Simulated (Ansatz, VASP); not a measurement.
## One calculation of Ir, two programs

INCAR

```
  ALGO = Normal
  EDIFF = 1E-6
  ENCUT = 520
  GGA = CA
  ISIF = 2
  ISMEAR = 0
  LASPH = T
  LCHARG = F
  LREAL = F
  LWAVE = F
  NBANDS = 10
  NELM = 100
  PREC = Accurate
  SIGMA = 0.03
```

File KPOINTS:

```
k-points
0
Gamma
  14 14 14
```

POSCAR

```
Ir
1.0
    0.0000000000      1.9060927672      1.9060927672
    1.9060927672      0.0000000000      1.9060927672
    1.9060927672      1.9060927672      0.0000000000
Ir
1
Direct
    0.0000000000      0.0000000000      0.0000000000
```

Input for Ansatz:

```yaml
crystal:
  lattice:
    - [0.0, 1.9060927672, 1.9060927672]
    - [1.9060927672, 0.0, 1.9060927672]
    - [1.9060927672, 1.9060927672, 0.0]
  atoms:
    - { symbol: Ir, position: [0.0, 0.0, 0.0] }
hamiltonian:
  xc: lda
  pseudopotentials:
    kind: paw
    azcp:
      Ir: "pseudopotentials/Ir.paw.azcp"
basis:
  ecutwfc: 420
  fft_grid_basis: typed
kpoints:
  mp_grid: { grid: [14, 14, 14], shift: [0, 0, 0] }
magnetization:
  spin_polarized: false
scf:
  occupations: { method: gaussian, width: 0.03 }
  lower_state_search: "off"
output:
  stress: true
```

Alike in both runs: task single point; functional LDA; k mesh 14 × 14 × 14; occupations gaussian, width 0.03 eV; no spin polarisation.

|  | VASP | Ansatz |
| --- | --- | --- |
| version | VASP 6.6.1 | Ansatz 0.2.0 |
| potentials or method | VASP PAW LDA potentials, release 64 (Ir), cutoff 520 eV | plane waves (420 eV) with PAW, scalar-relativistic |
| valence electrons in the cell | 9 | 17 |

VASP gave:

* pressure (GPa): 2.4

Which values does Ansatz return?

Pressure (GPa): -0.2.

Ansatz warns that its potentials were made for another functional, while VASP's fit it. LDA's correlation is that of Perdew and Zunger in VASP and of Perdew and Wang (1992) in Ansatz. VASP's potentials hold 9 valence electrons a cell and Ansatz's 17, so a difference there can come from the potentials and not from the codes.

Spin-orbit coupling is off throughout.
